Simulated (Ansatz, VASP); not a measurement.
**SiGe5 in VASP and in Ansatz**

```
Si Ge
1.0
     5.28022    0.00000    0.00000
    -2.64011    4.57281    0.00000
     0.00000    0.00000    5.16766
Si Ge
1 5
Direct
  0.00000 0.00000 0.00000
  0.00000 0.50000 0.50000
  0.33333 0.66667 0.00000
  0.66667 0.33333 0.00000
  0.50000 0.00000 0.50000
  0.50000 0.50000 0.50000
```

Change from the starting cell: species swapped into the EuNi5 type (P6/mmm, No. 191).

Alike in both runs: functional PBE; k mesh 12 × 12 × 8; occupations gaussian, width 0.1 eV; no spin polarisation.

Ansatz relaxed the structure, and its values are those at the end. VASP's run is a single point on that final structure, the one shown.

|  | VASP | Ansatz |
| --- | --- | --- |
| version | VASP 6.6.1 | Ansatz 0.2.0 |
| potentials or method | VASP PAW PBE potentials, release 64 (Si, Ge_d), cutoff 520 eV | scalar-relativistic, plane waves, PAW |
| valence electrons in the cell | 74 | 74 |

```tsv
	VASP	Ansatz	Ansatz less VASP
gap on the k mesh at the Fermi level (eV)	none	none	-
pressure (GPa)	-0.1	0.0	+0.13
```

A gap of «none» marks a metal or a gap that the smearing closes. With one functional, cell and mesh, what is left measures potentials, basis and numerics.
